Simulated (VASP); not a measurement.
Here is a VASP 6.6.1 calculation.

The input INCAR:

```
SYSTEM = Mg
ALGO     = Normal         ! electronic algorithm
DIPOL    = 0.5 0.5 0.500
EDIFF    = 1E-7           ! SCF threshold, eV
EDIFFG   = -0.02          ! ionic threshold
ENCUT    = 520            ! plane-wave cutoff, eV
GGA      = PE             ! functional
IBRION   = 2              ! ionic algorithm
IDIPOL   = 3            
ISIF     = 2              ! what is computed and relaxed
ISMEAR   = 0              ! smearing method
LASPH    = .True.         ! aspherical terms in the spheres
LCHARG   = .False.        ! write CHGCAR
LDIPOL   = .True.       
LREAL    = .False.        ! projectors in reciprocal space
LWAVE    = .False.        ! write WAVECAR
NELM     = 80             ! most SCF steps
NSW      = 80             ! ionic steps
PREC     = Accurate       ! precision mode
SIGMA    = 0.1            ! smearing width, eV
```

Contents of KPOINTS:

```
k-points
0
Gamma
  12 12 1
  0 0 0
```

File POSCAR:

```
Mg
1.0
    3.2088450500      0.0000000000      0.0000000000
   -1.6044225250      2.7789413301      0.0000000000
    0.0000000000      0.0000000000     27.8647903989
Mg
6
Direct
    0.6666666667      0.3333333333      0.2691568784
    0.3333333333      0.6666666667      0.3614941270
    0.6666666667      0.3333333333      0.4538313757
    0.3333333333      0.6666666667      0.5461686243
    0.6666666667      0.3333333333      0.6385058730
    0.3333333333      0.6666666667      0.7308431216
```

Potentials or basis: VASP PAW PBE potentials, release 64 (Mg).

Command:

```sh
$ cat potpaw_PBE.64/Mg/POTCAR > POTCAR
$ mpirun -np 1 vasp_std > vasp.out
```

(1) What does it give for the energy gained by relaxing?

(2) What does it give for the band gap on the k mesh?

Answers

(1) 0.4 meV/atom.

(2) zero (bands 6 and 7 overlap by 1.92 eV).
